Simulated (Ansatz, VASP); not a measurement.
## Li3S2 in VASP and in Ansatz

INCAR

```
SYSTEM = Li3S2
ALGO = Normal
EDIFF = 1E-6
EDIFFG = -0.04
ENCUT = 600
GGA = PE
IBRION = 2
ISIF = 3
ISMEAR = 0
LASPH = .TRUE.
LCHARG = .FALSE.
LREAL = .FALSE.
LWAVE = .FALSE.
NELM = 100
NSW = 90
PREC = Accurate
SIGMA = 0.1
```

Contents of KPOINTS:

```
k-points
0
G
  4 4 4
  0 0 0
```

The input POSCAR:

```
Li3S2
1.0
    3.8831646000      0.0000000000      0.0000000000
    0.0000000000      3.8831646000      0.0000000000
    0.0000000000      0.0000000000      5.6307138800
Li S
3 2
Direct
    0.5000000000      0.5000000000      0.5000000000
    0.5000000000      0.5000000000      0.8189840400
    0.5000000000      0.5000000000      0.1810159600
    0.0000000000      0.5000000000      0.0000000000
    0.5000000000      0.0000000000      0.0000000000
```

Input for Ansatz:

```yaml
crystal:
  lattice:
    - [3.8831646, 0.0, 0.0]
    - [0.0, 3.8831646, 0.0]
    - [0.0, 0.0, 5.63071388]
  atoms:
    - { symbol: Li, position: [0.5, 0.5, 0.5] }
    - { symbol: Li, position: [0.5, 0.5, 0.81898404] }
    - { symbol: Li, position: [0.5, 0.5, 0.18101596] }
    - { symbol: S, position: [0.0, 0.5, 0.0] }
    - { symbol: S, position: [0.5, 0.0, 0.0] }
basis:
  ecutwfc: 420
kpoints:
  mp_grid: { grid: [4, 4, 4] }
hamiltonian:
  xc: pbe
scf:
  occupations: { method: gaussian, width: 0.1 }
  lower_state_search: "off"
output:
  forces: true
  stress: true
  eigenvalues: true
relax:
  adjacent_minimum: "off"
  f_tol: 0.04
  max_steps: 70
  cell: { stress_tol: 0.4 }
```

Alike in both runs: task relaxation of cell and atoms; functional PBE; k mesh 4 × 4 × 4; occupations gaussian, width 0.1 eV; no spin polarisation.

|  | VASP | Ansatz |
| --- | --- | --- |
| version | VASP 6.6.1 | Ansatz 0.2.0 |
| potentials or method | VASP PAW PBE potentials, release 64 (Li_sv, S), cutoff 600 eV | scalar-relativistic, plane waves, PAW |
| valence electrons in the cell | 21 | 21 |

Ansatz gave:

| Property | Result |
| --- | --- |
| gap on the k mesh at the Fermi level, each at its own relaxed structure (eV) | none |
| relaxed volume (Å³/atom) | 29.68 |
| relaxed cell length with the largest relative difference (Å) | 9.856 |

Which values does VASP return?

gap on the k mesh at the Fermi level, each at its own relaxed structure (eV): none; relaxed volume (Å³/atom): 24.72; relaxed cell length with the largest relative difference (Å): 7.968.

A gap of «none» marks a metal or a gap that the smearing closes. One of these differences is far larger than is usual between the two programs; its cause wasn't traced.

The k mesh is coarse, so the values compare programs but aren't converged. Noted on VASP's run: the cutoff is short for stress, so the pressure is rough; the volume moved by over 15 % at a fixed basis, so the end points are rough.
